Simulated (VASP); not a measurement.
A run of VASP 6.6.1:

Contents of INCAR:

```
  PREC = Accurate
  ENCUT = 520
  EDIFF = 1E-6
  ISMEAR = 0
  SIGMA = 0.15
  LREAL = False
  LASPH = True
  NELM = 100
  ALGO = Normal
  ISIF = 2
  LWAVE = False
  LCHARG = True
  GGA = PE
  LELF = True
  LVHAR = True
  NBANDS = 16
```

Contents of KPOINTS:

```
Automatic mesh
0
Gamma
  18 18 16
```

POSCAR

```
WC
1.0
    2.9005014360      0.0000000000      0.0000000000
   -1.4502507180      2.5119079273      0.0000000000
    0.0000000000      0.0000000000      2.8290000000
W C
1 1
Direct
   -0.1153616121     -0.0844505613     -0.0530222694
    0.6666666667      0.3333333333      0.5000000000
```

Potentials or basis: VASP PAW PBE potentials, release 64 (W_sv, C).

The run is started by

```bash
$ cat potpaw_PBE.64/W_sv/POTCAR potpaw_PBE.64/C/POTCAR > POTCAR
$ mpirun -np 1 vasp_std > vasp.out
```

Hardware: 1 thread of Intel Xeon 8259CL (shared host).

Problem. How long does it take, and how much memory?

Solution. Wall time 10 min on 1 thread of Intel Xeon 8259CL, with other jobs on the host, peak memory 0.89 GiB. Counts: scf iterations 12, k points 2596.
